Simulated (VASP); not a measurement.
# HfN (Fm-3m) in VASP: single point with PBEsol

Aim: the single point of HfN with PBEsol.

Everything below comes from runs of VASP 6.6.1. Logs are shortened: lines on timing, memory, paths and dates and some standing lists are left out, and cuts for length are marked.

**1. The cell of the first run**

It takes space group Fm-3m (No. 225, cubic). The conventional cell has a = 4.512 Å, b = 4.512 Å, c = 4.512 Å, α = 90.00°, β = 90.00°, γ = 90.00°. Hf (site symmetry m-3m) has 6 N at 2.26 Å within 3.0 Å. Within 3.0 Å of N (site symmetry m-3m) lie 6 Hf at 2.26 Å.

**2. Single point, PBEsol**

INCAR

```
PREC     = Accurate       # precision mode
ENCUT    = 600            # plane-wave cutoff, eV
EDIFF    = 1E-6           # SCF threshold, eV
ISMEAR   = -1             # smearing method
SIGMA    = 0.0272         # smearing width, eV
LREAL    = F              # projectors in reciprocal space
LASPH    = T              # aspherical terms in the spheres
NELM     = 120            # most SCF steps
ALGO     = Normal         # electronic algorithm
ISIF     = 2              # what is computed and relaxed
LWAVE    = F              # write WAVECAR
LCHARG   = F              # write CHGCAR
GGA      = PS             # functional
NBANDS   = 14             # bands
GGA_COMPAT= F
```

KPOINTS

```
regular mesh
0
Gamma
  10 10 10
```

POSCAR

```
HfN
1.0
    0.0000000000      2.2560000000      2.2560000000
    2.2560000000      0.0000000000      2.2560000000
    2.2560000000      2.2560000000      0.0000000000
Hf N
1 1
Direct
    0.0000000000      0.0000000000      0.0000000000
    0.5000000000      0.5000000000      0.5000000000
```

Potentials or basis: VASP PAW PBE potentials, release 64 (Hf_pv, N).

On the command line:

```
> cat potpaw_PBE.64/Hf_pv/POTCAR potpaw_PBE.64/N/POTCAR > POTCAR
> mpirun -np 1 vasp_std > vasp.out
```

OUTCAR:

```text
PREC = Accurate
   ENCUT = 600
   EDIFF = 1E-6
   ISMEAR = -1
   LREAL = F
   LASPH = T
   NELM = 120
   ISIF = 2
   GGA = PS

 ion  position               nearest neighbor table
   1  0.000  0.000  0.000-   2 2.26   2 2.26   2 2.26   2 2.26   2 2.26   2 2.26
   2  0.500  0.500  0.500-   1 2.26   1 2.26   1 2.26   1 2.26   1 2.26   1 2.26

  LATTYP: Found a face centered cubic cell.
 ALAT       =     4.5120000000

  Lattice vectors:

 A1 = (   0.0000000000,   2.2560000000,   2.2560000000)
 A2 = (   2.2560000000,   0.0000000000,   2.2560000000)
 A3 = (   2.2560000000,   2.2560000000,   0.0000000000)

Analysis of symmetry for initial positions (statically):
=====================================================================
 Subroutine PRICEL returns:
 Original cell was already a primitive cell.

 Routine SETGRP: Setting up the symmetry group for a
 face centered cubic supercell.

 Subroutine GETGRP returns: Found 48 space group operations
 (whereof 48 operations were pure point group operations)
 out of a pool of 48 trial point group operations.

The static configuration has the point symmetry O_h .

Analysis of symmetry for dynamics (positions and initial velocities):
=====================================================================
 Subroutine PRICEL returns:
 Original cell was already a primitive cell.

 Routine SETGRP: Setting up the symmetry group for a
 face centered cubic supercell.

 Subroutine GETGRP returns: Found 48 space group operations
 (whereof 48 operations were pure point group operations)
 out of a pool of 48 trial point group operations.

The dynamic configuration has the point symmetry O_h .

 Subroutine INISYM returns: Found 48 space group operations
 (whereof 48 operations are pure point group operations),
 and found     1 'primitive' translations

----------------------------------------------------------------------------------------

                                     Primitive cell

  volume of cell :      22.9640

  direct lattice vectors                    reciprocal lattice vectors
     0.000000000  2.256000000  2.256000000    -0.221631206  0.221631206  0.221631206
     2.256000000  0.000000000  2.256000000     0.221631206 -0.221631206  0.221631206
     2.256000000  2.256000000  0.000000000     0.221631206  0.221631206 -0.221631206

  length of vectors
     3.190465797  3.190465797  3.190465797     0.383876509  0.383876509  0.383876509

  position of ions in fractional coordinates (direct lattice)
     0.000000000  0.000000000  0.000000000
     0.500000000  0.500000000  0.500000000

[... 87 lines left out ...]
   NELECT =      15.0000    total number of electrons
   NUPDOWN=      -1.0000    fix difference up-down
   EMIN   =  10.00;   EMAX   =-10.00  energy-range for DOS
   EFERMI =   0.00;   METHOD = LEGACY
   ISMEAR =    -1;   SIGMA  =   0.03  broadening in eV -4-tet -1-fermi 0-gaus
   EFERMI_NEDOS =   21; number of points for ismear=-14 and -15
   IALGO  =     38    algorithm
   IMIX   =      4    mixing-type and parameters
     AMIX     =   0.40;   BMIX     =  1.00
     AMIX_MAG =   1.60;   BMIX_MAG =  1.00
  volume/ion in A,a.u.               =      11.48        77.48
  Fermi-wavevector in a.u.,A,eV,Ry     =   1.420440  2.684242 27.451783  2.017649
  Thomas-Fermi vector in A             =   2.541355
   LORBIT       =      0    0 simple, 1 ext, 2 COOP (PROOUT), +10 PAW based schemes
   GGA     = PS    functional components
   LHFCALC =     F    Hartree Fock is set to
   AEXX    =    0.0000 exact exchange contribution
   IVDW    =     0    specifies the selected vdW correction
   LEPSILON=     F    determine dielectric tensor
   LRPA    =     F    only Hartree local field effects (RPA)
 non-spin polarized calculation
  energy-cutoff  :      600.00
  volume of cell :       22.96
 maximum number of plane-waves:       785
 NGX is ok and might be reduce to    28
   NGX = 13   NGY = 13   NGZ = 13

 number of electron      15.0000002 magnetization

 Free energy of the ion-electron system (eV)
  ---------------------------------------------------
  ext. energy  EPLUGINS =         0.00000000
  ---------------------------------------------------
  free energy    TOTEN  =       -22.98489064 eV

  energy without entropy =      -22.98275043  energy(sigma->0) =      -22.98382053

 E-fermi :   8.2625     XC(G=0): -12.9146

 val. band max:        8.2206865226   @ k =  -0.4000   0.3000   0.0000
 cond. band min:       8.2786029679   @ k =  -0.1000   0.1000   0.0000
 fundamental gap:      0.0579164453
 Fermi energy:         8.2624593954

 k-point     1 :       0.0000    0.0000    0.0000
  band No.  band energies     occupation
      1     -22.8042      2.00000
      2     -22.8042      2.00000
      3     -22.8042      2.00000
      4      -9.2333      2.00000
      5       5.2394      2.00000
      6       5.2394      2.00000
      7       5.2394      2.00000
      8       7.8630      2.00000
      9       7.8630      2.00000
     10       7.8630      2.00000
     11      10.0817      0.00000
     12      10.1901      0.00000
     13      10.1901      0.00000
     14      17.7830      0.00000
[... 377 lines left out ...]
      1     -23.4965      2.00000
      2     -23.0752      2.00000
      3     -23.0454      2.00000
      4      -7.8050      2.00000
      5       1.6255      2.00000
      6       3.6220      2.00000
      7       4.1227      2.00000
      8       5.7394      2.00000
      9      12.3328      0.00000
     10      12.8517      0.00000
     11      13.0237      0.00000
     12      13.0874      0.00000
     13      17.4444      0.00000
     14      19.5524      0.00000

 [... further k-points ...]

------------------------ aborting loop because EDIFF is reached ----------------------------------------

  FORCE on cell =-STRESS in cart. coord.  units (eV):
  Direction    XX          YY          ZZ          XY          YZ          ZX
  --------------------------------------------------------------------------------------
  -------------------------------------------------------------------------------------
  Total       -0.6013909     -0.6013909     -0.6013909     -0.0000000      0.0000000      0.0000000
  in kB      -41.9585216    -41.9585216    -41.9585216     -0.0000000      0.0000000      0.0000000
  external PRESSURE =     -41.9585216 kB  Pullay stress =       0.0000000 kB

 VOLUME and BASIS-vectors are now :
 -----------------------------------------------------------------------------
  energy-cutoff  :      600.00
  volume of cell :       22.96
      direct lattice vectors                 reciprocal lattice vectors
     0.000000000  2.256000000  2.256000000    -0.221631206  0.221631206  0.221631206
     2.256000000  0.000000000  2.256000000     0.221631206 -0.221631206  0.221631206
     2.256000000  2.256000000  0.000000000     0.221631206  0.221631206 -0.221631206

 POSITION                                       TOTAL-FORCE (eV/Angst)
 -----------------------------------------------------------------------------------
      0.00000      0.00000      0.00000        -0.000000      0.000000     -0.000000
      2.25600      2.25600      2.25600         0.000000     -0.000000      0.000000
 -----------------------------------------------------------------------------------
    total drift:                                0.000000      0.000000      0.000000

  FREE ENERGIE OF THE ION-ELECTRON SYSTEM (eV)
  ---------------------------------------------------
  free  energy   TOTEN  =       -22.9848906352 eV

  energy  without entropy=      -22.9827504321  energy(sigma->0) =      -22.98382053
```

OSZICAR:

```text
N       E                     dE             d eps       ncg     rms          rms(c)
DAV:   1     0.430414902989E+02    0.43041E+02   -0.84918E+03  1316   0.113E+03
DAV:   2    -0.234418834007E+02   -0.66483E+02   -0.62785E+02  1736   0.260E+02
DAV:   3    -0.257086588501E+02   -0.22668E+01   -0.22544E+01  1520   0.399E+01
DAV:   4    -0.257175666054E+02   -0.89078E-02   -0.89067E-02  1610   0.290E+00
DAV:   5    -0.257176224659E+02   -0.55860E-04   -0.55861E-04  1486   0.204E-01    0.506E+01
DAV:   6    -0.231042095379E+02    0.26134E+01   -0.72037E+00  1490   0.216E+01    0.419E+01
DAV:   7    -0.230164132757E+02    0.87796E-01   -0.46430E-01  1670   0.602E+00    0.259E+01
DAV:   8    -0.229906039293E+02    0.25809E-01   -0.10852E-01  1532   0.287E+00    0.559E+00
DAV:   9    -0.229850181035E+02    0.55858E-02   -0.14061E-02  1526   0.988E-01    0.204E+00
DAV:  10    -0.229849284232E+02    0.89680E-04   -0.10269E-03  1730   0.295E-01    0.491E-01
DAV:  11    -0.229848921781E+02    0.36245E-04   -0.74722E-05  1642   0.875E-02    0.927E-02
DAV:  12    -0.229848908377E+02    0.13405E-05   -0.74945E-06  1646   0.235E-02    0.231E-02
DAV:  13    -0.229848906352E+02    0.20252E-06   -0.13351E-07   898   0.372E-03
   1 F= -.22984891E+02 E0= -.22983821E+02  d E =-.214020E-02
```

Wall time 12 s (1 thread of AMD EPYC 9R45 (Zen 5), shared host); peak memory 0.14 GiB.

Results:

* Free energy: -22.9849 eV
* Pressure: -4.2 GPa

Caveat: the PAW data sets were made with another functional, which shifts forces and pressure a little; spin-orbit coupling is left out, which moves the levels of the heavy elements.
